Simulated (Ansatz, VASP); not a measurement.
# Two plane-wave programs on InRu

```xyz
8
Lattice="5.8249 0.0000 0.0000 0.0000 3.6179 0.0000 0.0000 0.0000 6.4297" Properties=species:S:1:pos:R:3 pbc="T T T"
Ru    0.1368    0.9045    0.9990
Ru    2.7757    2.7134    4.2139
Ru    3.0493    0.9045    2.2159
Ru    5.6881    2.7134    5.4307
In    0.9206    0.9045    3.8057
In    1.9919    2.7134    0.5909
In    3.8330    0.9045    5.8389
In    4.9044    2.7134    2.6240
```

Alike in both runs: functional r2SCAN; k mesh 5 × 7 × 4; occupations fermi-dirac, width 0.0421 eV; no spin polarisation.

Ansatz relaxed the structure, and its values are those at the end. VASP's run is a single point on that final structure, the one shown.

|  | VASP | Ansatz |
| --- | --- | --- |
| version | VASP 6.6.1 | Ansatz 0.2.0 |
| potentials or method | VASP PAW PBE potentials, release 64 (Ru_pv, In_d), cutoff 550 eV | PAW plane waves |
| valence electrons in the cell | 108 | 116 |

```csv
,VASP,Ansatz,Ansatz less VASP
pressure (GPa),14.0,13.1,-0.92
rms of the force components (eV/Å),0.016,0.007,-0.0093
```

VASP's potentials were made for PBE, not for r2SCAN. With one functional, cell and mesh, what is left measures potentials, basis and numerics. VASP's potentials hold 108 valence electrons a cell and Ansatz's 116, so a difference there can come from the potentials and not from the codes. Ansatz's warnings: stress scf threshold loose.
